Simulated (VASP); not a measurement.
# Si (R-3m) in VASP: single point with PBE

Aim: the single point of Si with PBE.

All numbers are computed with VASP 6.6.1; they aren't measurements. Logs are shortened: lines on timing, memory, paths and dates and some standing lists are left out, and cuts for length are marked.

## (1) The cell of the first run

The structure is trigonal, space group R-3m (No. 166). Conventional cell: a = 5.183 Å, b = 5.183 Å, c = 26.246 Å, α = 90.00°, β = 90.00°, γ = 120.00°. Within 3.3 Å of Si (site symmetry m) lie 7 Si at 2.48 to 2.63 Å. Si (site symmetry m) has 8 Si at 2.56 to 2.62 Å within 3.4 Å.

## (2) Single point, PBE

The input, INCAR:

```
SYSTEM = Si
ALGO = Normal ; EDIFF = 1E-6
ENCUT = 520 ; GGA = PE
ISIF = 2 ; ISMEAR = 0
LASPH = .TRUE. ; LCHARG = .FALSE.
LREAL = .FALSE. ; LWAVE = .FALSE.
NBANDS = 36 ; NELM = 60
PREC = Accurate ; SIGMA = 0.1
```

The input, KPOINTS:

```
k-points
0
G
  9 9 9
  0 0 0
```

The input, POSCAR:

```
Si
1.0
    2.5916185743      1.4962716815      8.7487308475
   -2.5916185743      1.4962716815      8.7487308475
    0.0000000000     -2.9925433630      8.7487308475
Si
12
Direct
    0.0499159196      0.5416835605      0.0499159196
    0.0499159196      0.0499159196      0.5416835605
    0.5416835605      0.0499159196      0.0499159196
    0.9500840804      0.4583164395      0.9500840804
    0.4583164395      0.9500840804      0.9500840804
    0.9500840804      0.9500840804      0.4583164395
    0.2089076368      0.7049390734      0.2089076368
    0.2089076368      0.2089076368      0.7049390734
    0.7049390734      0.2089076368      0.2089076368
    0.7910923632      0.2950609266      0.7910923632
    0.2950609266      0.7910923632      0.7910923632
    0.7910923632      0.7910923632      0.2950609266
```

Potentials or basis: VASP PAW PBE potentials, release 64 (Si).

Launch:

```sh
cat potpaw_PBE.64/Si/POTCAR > POTCAR
mpirun -np 1 vasp_std > vasp.out
```

OUTCAR:

```text
SYSTEM = Si
   EDIFF = 1E-6
   ENCUT = 520
   GGA = PE
   ISIF = 2
   ISMEAR = 0
   LASPH = .TRUE.
   LREAL = .FALSE.
   NELM = 60
   PREC = Accurate

 ion  position               nearest neighbor table
   1  0.050  0.542  0.050-   4 2.48   2 2.55   3 2.55  11 2.56  12 2.56   2 2.63   3 2.63
   2  0.050  0.050  0.542-   6 2.48   3 2.55   1 2.55  10 2.56  11 2.56   1 2.63   3 2.63
   3  0.542  0.050  0.050-   5 2.48   2 2.55   1 2.55  10 2.56  12 2.56   2 2.63   1 2.63
   4  0.950  0.458  0.950-   1 2.48   6 2.55   5 2.55   9 2.56   8 2.56   6 2.63   5 2.63
   5  0.458  0.950  0.950-   3 2.48   6 2.55   4 2.55   7 2.56   8 2.56   6 2.63   4 2.63
   6  0.950  0.950  0.458-   2 2.48   4 2.55   5 2.55   7 2.56   9 2.56   4 2.63   5 2.63
   7  0.209  0.705  0.209-   5 2.56   6 2.56   8 2.57   9 2.57   8 2.61   9 2.61  11 2.62  12 2.62

   8  0.209  0.209  0.705-   4 2.56   5 2.56   7 2.57   9 2.57   7 2.61   9 2.61  10 2.62  11 2.62

   9  0.705  0.209  0.209-   4 2.56   6 2.56   8 2.57   7 2.57   8 2.61   7 2.61  10 2.62  12 2.62

  10  0.791  0.295  0.791-   3 2.56   2 2.56  12 2.57  11 2.57  12 2.61  11 2.61   9 2.62   8 2.62

  11  0.295  0.791  0.791-   1 2.56   2 2.56  12 2.57  10 2.57  12 2.61  10 2.61   7 2.62   8 2.62

  12  0.791  0.791  0.295-   1 2.56   3 2.56  10 2.57  11 2.57  11 2.61  10 2.61   7 2.62   9 2.62

  LATTYP: Found a trigonal (rhomboedric) cell.
 ALAT       =     9.2463834671
 COS(alpha) =     0.8428811245

  Lattice vectors:

 A1 = (   2.5916185743,   1.4962716815,   8.7487308475)
 A2 = (  -2.5916185743,   1.4962716815,   8.7487308475)
 A3 = (   0.0000000000,  -2.9925433630,   8.7487308475)

Analysis of symmetry for initial positions (statically):
=====================================================================
 Subroutine PRICEL returns:
 Original cell was already a primitive cell.

 Routine SETGRP: Setting up the symmetry group for a
 trigonal (rhombohedral) supercell.

 Subroutine GETGRP returns: Found 12 space group operations
 (whereof 12 operations were pure point group operations)
 out of a pool of 12 trial point group operations.

The static configuration has the point symmetry D_3d.

Analysis of symmetry for dynamics (positions and initial velocities):
=====================================================================
 Subroutine PRICEL returns:
 Original cell was already a primitive cell.

 Routine SETGRP: Setting up the symmetry group for a
 trigonal (rhombohedral) supercell.

 Subroutine GETGRP returns: Found 12 space group operations
 (whereof 12 operations were pure point group operations)
 out of a pool of 12 trial point group operations.

The dynamic configuration has the point symmetry D_3d.

 Subroutine INISYM returns: Found 12 space group operations
 (whereof 12 operations are pure point group operations),
 and found     1 'primitive' translations

----------------------------------------------------------------------------------------

                                     Primitive cell

  volume of cell :     203.5532

  direct lattice vectors                    reciprocal lattice vectors
     2.591618574  1.496271681  8.748730847     0.192929625  0.111387971  0.038100764
    -2.591618574  1.496271681  8.748730847    -0.192929625  0.111387971  0.038100764
     0.000000000 -2.992543363  8.748730847     0.000000000 -0.222775942  0.038100764

  length of vectors
     9.246383467  9.246383467  9.246383467     0.226010594  0.226010594  0.226010594

  position of ions in fractional coordinates (direct lattice)
     0.049915920  0.541683560  0.049915920
     0.049915920  0.049915920  0.541683560
     0.541683560  0.049915920  0.049915920
     0.950084080  0.458316440  0.950084080
     0.458316440  0.950084080  0.950084080
     0.950084080  0.950084080  0.458316440
     0.208907637  0.704939073  0.208907637
     0.208907637  0.208907637  0.704939073
     0.704939073  0.208907637  0.208907637
     0.791092363  0.295060927  0.791092363
     0.295060927  0.791092363  0.791092363
     0.791092363  0.791092363  0.295060927

  ion indices of the primitive-cell ions
   primitive index   ion index
                 1           1
                 2           2
                 3           3
                 4           4
                 5           5
                 6           6
                 7           7
                 8           8
                 9           9
                10          10
                11          11
                12          12

----------------------------------------------------------------------------------------

 KPOINTS: k-points

Automatic generation of k-mesh.
 Grid dimensions read from file:
 generate k-points for:    9    9    9

 Generating k-lattice:

  Cartesian coordinates                     Fractional coordinates (reciprocal lattice)
     0.021436625  0.012376441  0.004233418     0.111111111  0.000000000  0.000000000
    -0.021436625  0.012376441  0.004233418     0.000000000  0.111111111  0.000000000
     0.000000000 -0.024752882  0.004233418     0.000000000  0.000000000  0.111111111

  Length of vectors
     0.025112288  0.025112288  0.025112288

  Shift w.r.t. Gamma in fractional coordinates (k-lattice)
     0.000000000  0.000000000  0.000000000

 Subroutine IBZKPT returns following result:
 ===========================================

 Found     85 irreducible k-points:

 Following reciprocal coordinates:
            Coordinates               Weight
  0.000000  0.000000  0.000000      1.000000
  0.111111 -0.000000  0.000000      6.000000
  0.222222  0.000000  0.000000      6.000000
  0.333333  0.000000  0.000000      6.000000
  0.444444  0.000000  0.000000      6.000000
  0.111111  0.111111  0.000000      6.000000
[... 16 lines left out ...]
 -0.333333  0.333333  0.000000      6.000000
  0.444444  0.444444  0.000000      6.000000
 [... further k-points ...]
   k-points           NKPTS =     85   k-points in BZ     NKDIM =     85   number of bands    NBANDS=     36
   number of dos      NEDOS =    301   number of ions     NIONS =     12
   total plane-waves  NPLWV = 343000
   dimension x,y,z NGX =    70 NGY =   70 NGZ =   70
   dimension x,y,z NGXF=   140 NGYF=  140 NGZF=  140
   ions per type =              12
   NGX,Y,Z   is equivalent  to a cutoff of  12.59, 12.59, 12.59 a.u.
   NGXF,Y,Z  is equivalent  to a cutoff of  25.17, 25.17, 25.17 a.u.
 SYSTEM =  Si
   PREC   = accura    normal or accurate (medium, high low for compatibility)
   ISTART =      0    job   : 0-new  1-cont  2-samecut
   ICHARG =      2    charge: 1-file 2-atom 10-const
   ISPIN  =      1    spin polarized calculation?
   LNONCOLLINEAR =      F non collinear calculations
   LSORBIT =      F    spin-orbit coupling
   LASPH  =      T    aspherical Exc in radial PAW
   ENCUT  =  520.0 eV  38.22 Ry    6.18 a.u.  17.19 17.19 17.19*2*pi/ulx,y,z
   NELM   =     60;   NELMIN=  2; NELMDL= -5     # of ELM steps
   EDIFF  = 0.1E-05   stopping-criterion for ELM
   LREAL  =      F    real-space projection
   EDIFFG = 0.1E-04   stopping-criterion for IOM
   NSW    =      0    number of steps for IOM
   IBRION =     -1    ionic relax: 0-MD 1-quasi-New 2-CG
   NFREE  =      0    steps in history (QN), initial steepest desc. (CG)
   ISIF   =      2    stress and relaxation
   ISYM   =      2    0-nonsym 1-usesym 2-fastsym
   POTIM  = 0.5000    time-step for ionic-motion
   TEBEG  =    0.0;   TEEND  =   0.0 temperature during run
   PSTRESS=    0.0 pullay stress
   NELECT =      48.0000    total number of electrons
   NUPDOWN=      -1.0000    fix difference up-down
   EMIN   =  10.00;   EMAX   =-10.00  energy-range for DOS
   EFERMI =   0.00;   METHOD = LEGACY
   ISMEAR =     0;   SIGMA  =   0.10  broadening in eV -4-tet -1-fermi 0-gaus
   EFERMI_NEDOS =   21; number of points for ismear=-14 and -15
   IALGO  =     38    algorithm
   IMIX   =      4    mixing-type and parameters
     AMIX     =   0.40;   BMIX     =  1.00
     AMIX_MAG =   1.60;   BMIX_MAG =  1.00
  volume/ion in A,a.u.               =      16.96       114.47
  Fermi-wavevector in a.u.,A,eV,Ry     =   1.011415  1.911297 13.918214  1.022960
  Thomas-Fermi vector in A             =   2.144463
   LORBIT       =      0    0 simple, 1 ext, 2 COOP (PROOUT), +10 PAW based schemes
   GGA     = PE    functional components
   LHFCALC =     F    Hartree Fock is set to
   AEXX    =    0.0000 exact exchange contribution
   IVDW    =     0    specifies the selected vdW correction
   LEPSILON=     F    determine dielectric tensor
   LRPA    =     F    only Hartree local field effects (RPA)
 non-spin polarized calculation
 Gauss-broadening in eV      SIGMA  =   0.10
  energy-cutoff  :      520.00
  volume of cell :      203.55
 maximum number of plane-waves:      5519
 NGX is ok and might be reduce to    70
   NGX = 35   NGY = 35   NGZ = 35

 number of electron      48.0000001 magnetization

 Free energy of the ion-electron system (eV)
  ---------------------------------------------------
  ext. energy  EPLUGINS =         0.00000000
  ---------------------------------------------------
  free energy    TOTEN  =       -59.77696222 eV

  energy without entropy =      -59.75215215  energy(sigma->0) =      -59.76455719

 E-fermi :   7.9440     XC(G=0): -10.2682

 val. band max:        7.9438523700   @ k =  -0.4444  -0.4444   0.2222
 cond. band min:       7.9495932460   @ k =  -0.4444   0.4444   0.4444
 fundamental gap:      0.0057408760
 Fermi energy:         7.9439874356

 k-point     1 :       0.0000    0.0000    0.0000
  band No.  band energies     occupation
      1      -5.6999      2.00000
      2      -4.1254      2.00000
      3      -3.5070      2.00000
      4       0.6160      2.00000
      5       0.7381      2.00000
      6       0.7381      2.00000
[... 28 lines left out ...]
     35      11.8367      0.00000
     36      13.1642      0.00000
[... 866 lines left out ...]
      6      -0.5310      2.00000
[... 28 lines left out ...]
     35      10.9902      0.00000
     36      11.5182      0.00000

 [... further k-points ...]

------------------------ aborting loop because EDIFF is reached ----------------------------------------

  FORCE on cell =-STRESS in cart. coord.  units (eV):
  Direction    XX          YY          ZZ          XY          YZ          ZX
  --------------------------------------------------------------------------------------
  -------------------------------------------------------------------------------------
  Total       -0.0598843     -0.0598843     -0.0862189      0.0000000      0.0000000      0.0000000
  in kB       -0.4713523     -0.4713523     -0.6786333      0.0000000      0.0000000      0.0000000
  external PRESSURE =      -0.5404460 kB  Pullay stress =       0.0000000 kB

 VOLUME and BASIS-vectors are now :
 -----------------------------------------------------------------------------
  energy-cutoff  :      520.00
  volume of cell :      203.55
      direct lattice vectors                 reciprocal lattice vectors
     2.591618574  1.496271681  8.748730847     0.192929625  0.111387971  0.038100764
    -2.591618574  1.496271681  8.748730847    -0.192929625  0.111387971  0.038100764
     0.000000000 -2.992543363  8.748730847     0.000000000 -0.222775942  0.038100764

 POSITION                                       TOTAL-FORCE (eV/Angst)
 -----------------------------------------------------------------------------------
     -1.27447      0.73582      5.61245        -0.001166      0.000673      0.000689
      0.00000     -1.47164      5.61245         0.000000     -0.001346      0.000689
      1.27447      0.73582      5.61245         0.001166      0.000673      0.000689
      1.27447     -0.73582     20.63375         0.001166     -0.000673     -0.000689
     -1.27447     -0.73582     20.63375        -0.001166     -0.000673     -0.000689
      0.00000      1.47164     20.63375         0.000000      0.001346     -0.000689
     -1.28552      0.74220      9.82268        -0.001219      0.000704      0.004520
      0.00000     -1.48440      9.82268         0.000000     -0.001408      0.004520
      1.28552      0.74220      9.82268         0.001219      0.000704      0.004520
      1.28552     -0.74220     16.42352         0.001219     -0.000704     -0.004520
     -1.28552     -0.74220     16.42352        -0.001219     -0.000704     -0.004520
      0.00000      1.48440     16.42352         0.000000      0.001408     -0.004520
 -----------------------------------------------------------------------------------
    total drift:                                0.000000     -0.000000     -0.000000

  FREE ENERGIE OF THE ION-ELECTRON SYSTEM (eV)
  ---------------------------------------------------
  free  energy   TOTEN  =       -59.7769622165 eV

  energy  without entropy=      -59.7521521535  energy(sigma->0) =      -59.76455719
```

It took 33 min on 1 thread of Intel Xeon 8259CL, shared host; peak memory 0.87 GiB.

Results:

```yaml
Free_energy: -59.7770 eV
Pressure: -0.1 GPa
Largest_force: 0.005 eV/Å
Band_gap_on_the_k_mesh: zero (bands 24 and 25 overlap by 1.11 eV)
```

Forces on the atoms (eV/Å):
```
Si  -0.001  0.001  0.001
Si   0.000 -0.001  0.001
Si   0.001  0.001  0.001
Si   0.001 -0.001 -0.001
Si  -0.001 -0.001 -0.001
Si   0.000  0.001 -0.001
Si  -0.001  0.001  0.005
Si   0.000 -0.001  0.005
Si   0.001  0.001  0.005
Si   0.001 -0.001 -0.005
Si  -0.001 -0.001 -0.005
Si   0.000  0.001 -0.005
```

Levels at points of the mesh, in eV from the Fermi level:
| k point | band 20 | band 21 | band 22 | band 23 | band 24 | band 25 | band 26 | band 27 | band 28 | band 29 |
| --- | --- | --- | --- | --- | --- | --- | --- | --- | --- | --- |
| (0.00, 0.00, 0.00) | -3.60 | -3.60 | -1.21 | -1.21 | -0.71 | -0.71 | -0.04 | 0.07 | 1.81 | 2.27 |
